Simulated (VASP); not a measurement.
Here is a VASP 6.6.1 calculation.

INCAR

```
SYSTEM = AlGa3N4
  PREC = Accurate
  ENCUT = 520
  EDIFF = 1E-6
  ISMEAR = 0
  SIGMA = 0.05
  LREAL = .False.
  LASPH = .True.
  NELM = 100
  ALGO = Normal
  ISIF = 2
  LWAVE = .False.
  LCHARG = .True.
  LELF = .True.
  LVHAR = .True.
  NBANDS = 41
```

KPOINTS

```
regular mesh
0
Gamma
  6 6 6
  0 0 0
```

POSCAR

```
AlGa3N4
1.0
    4.6680114532     -0.2741237669     -0.2741237669
   -0.2741237669      4.6680114532     -0.2741237669
   -0.2741237669     -0.2741237669      4.6680114532
Al Ga N
1 3 4
Direct
    0.0000000000      0.0000000000      0.0000000000
    0.5000000000      0.5000000000      0.0000000000
    0.5000000000      0.0000000000      0.5000000000
    0.0000000000      0.5000000000      0.5000000000
    0.7548078379      0.7548078379      0.2451921621
    0.7548078379      0.2451921621      0.7548078379
    0.2451921621      0.7548078379      0.7548078379
    0.2451921621      0.2451921621      0.2451921621
```

Potentials or basis: VASP PAW LDA potentials, release 64 (Al, Ga_d, N).

Launch:

```sh
$ cat potpaw_LDA.64/Al/POTCAR potpaw_LDA.64/Ga_d/POTCAR potpaw_LDA.64/N/POTCAR > POTCAR
$ mpirun -np 1 vasp_std > vasp.out
```

Q: Estimate the largest force.

A: 2.225 eV/Å.

Q: What does it give for the band gap on the k mesh?

A: 0.95 eV.

Q: Predict the pressure.

A: -13.7 GPa.

Stress tensor (GPa, compression positive):
```
-13.67  19.47  19.47
 19.47 -13.67  19.47
 19.47  19.47 -13.67
```

Caveat: the cell stands under tension; forces of over 1 eV/Å act on the atoms, so gaps and moduli don't describe the material at rest.
